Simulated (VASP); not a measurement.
A run of VASP 6.6.1:

File INCAR:

```
  ALGO = Normal
  EDIFF = 1E-6
  EDIFFG = -0.04
  ENCUT = 600
  GGA = PE
  IBRION = 2
  ISIF = 3
  ISMEAR = 0
  LASPH = T
  LCHARG = F
  LREAL = F
  LWAVE = F
  NELM = 60
  NSW = 90
  PREC = Accurate
  SIGMA = 0.1
```

File KPOINTS:

```
k-points
0
Gamma
  4 4 4
```

Contents of POSCAR:

```
SbP5
1.0
    0.0000000000      3.9398576900      3.9398576900
    3.9398576900      0.0000000000      3.9398576900
    3.9398576900      3.9398576900      0.0000000000
Sb P
1 5
Direct
    0.0000000000      0.0000000000      0.0000000000
    0.2500000000      0.2500000000      0.2500000000
    0.6237722100      0.1286833600      0.6237722100
    0.6237722100      0.6237722100      0.1286833600
    0.6237722100      0.6237722100      0.6237722100
    0.1286833600      0.6237722100      0.6237722100
```

Potentials or basis: VASP PAW PBE potentials, release 64 (Sb, P).

Command:

```console
$ cat potpaw_PBE.64/Sb/POTCAR potpaw_PBE.64/P/POTCAR > POTCAR
$ mpirun -np 1 vasp_std > vasp.out
```

Hardware: 1 thread of Intel(R) Xeon(R) Platinum 8259CL CPU @ 2.50GHz (Skylake/Cascade Lake), with other jobs on the host.

Problem. How long does it take, and how much memory?

Solution. Wall time 4.8 min on 1 thread of Intel(R) Xeon(R) Platinum 8259CL CPU @ 2.50GHz (Skylake/Cascade Lake) (shared host), peak memory 0.33 GiB. Counts: scf iterations 114, k points 8, ion steps 15.
